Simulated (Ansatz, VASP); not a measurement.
## One calculation of TlAgHg2, two programs

```
Ag Tl Hg
1.0
     0.00000    3.78431    0.00000
     3.78431    0.00000    0.00000
     1.89216    1.89216   -7.34658
Ag Tl Hg
1 1 2
Direct
  0.75000 0.25000 0.50000
  0.00000 0.00000 0.00000
  0.36900 0.36900 0.26200
  0.63100 0.63100 0.73800
```

Alike in both runs: task single point; functional PBE; k mesh 9 × 9 × 9; occupations fermi-dirac, width 0.1443 eV; no spin polarisation.

|  | VASP | Ansatz |
| --- | --- | --- |
| version | VASP 6.6.1 | Ansatz 0.2.0 |
| potentials or method | VASP PAW PBE potentials, release 64 (Ag, Tl_d, Hg), cutoff 520 eV | PAW plane waves |
| valence electrons in the cell | 48 | 72 |

|  | VASP | Ansatz | Ansatz less VASP |
| --- | --- | --- | --- |
| pressure (GPa) | 7.0 | 6.8 | -0.24 |
| traceless stress, the component that is largest in VASP (GPa) | 1.99 | 1.91 | -0.081 |
| rms of the force components (eV/Å) | 0.674 | 0.652 | -0.0223 |

Atom by atom the forces differ by 0.022 eV/Å (rms over components). With one functional, cell and mesh, what is left measures potentials, basis and numerics. VASP's potentials hold 48 valence electrons a cell and Ansatz's 72, so a difference there can come from the potentials and not from the codes.

Neither program's run includes spin-orbit coupling.
